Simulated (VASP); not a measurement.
Here is a VASP 6.6.1 calculation.

File INCAR:

```
PREC = Accurate ; ENCUT = 520
EDIFF = 1E-6 ; ISMEAR = 0
SIGMA = 0.1 ; LREAL = False
LASPH = True ; NELM = 100
ALGO = Normal ; ISIF = 2
LWAVE = False ; LCHARG = False
GGA = PE ; NBANDS = 35
```

File KPOINTS:

```
Automatic mesh
0
Gamma
  8 8 4
```

POSCAR

```
CaTiOs2Br2
1.0
    3.6270167813      0.0000000000      0.0000000000
    0.0000000000      3.6270167813      0.0000000000
    0.0000000000      0.0000000000     11.4745718243
Ca Ti Os Br
1 1 2 2
Direct
    0.0000000000      0.0000000000      0.7940330012
    0.5000000000      0.5000000000      0.1831452608
    0.5000000000      0.0000000000      0.0205572217
    0.0000000000      0.5000000000      0.0205572217
    0.5000000000      0.5000000000      0.6650625788
    0.0000000000      0.0000000000      0.3166456657
```

Potentials or basis: VASP PAW PBE potentials, release 64 (Ca_sv, Ti_sv, Os, Br).

Launch:

```sh
$ cat potpaw_PBE.64/Ca_sv/POTCAR potpaw_PBE.64/Ti_sv/POTCAR potpaw_PBE.64/Os/POTCAR potpaw_PBE.64/Br/POTCAR > POTCAR
$ mpirun -np 1 vasp_std > vasp.out
```

Task: Predict the band gap on the k mesh.

Result: Zero (bands 26 and 27 overlap by 1.19 eV).

Task: What does it give for the pressure?

Result: 0.0 GPa.

Forces in eV/Å, atoms in the order of the input:
```
Ca   0.000  0.000  0.010
Ti   0.000  0.000 -0.004
Os   0.000  0.000  0.003
Os   0.000  0.000  0.003
Br   0.000  0.000 -0.015
Br   0.000  0.000  0.002
```

Caveat: spin-orbit coupling is left out, which moves the levels of the heavy elements.
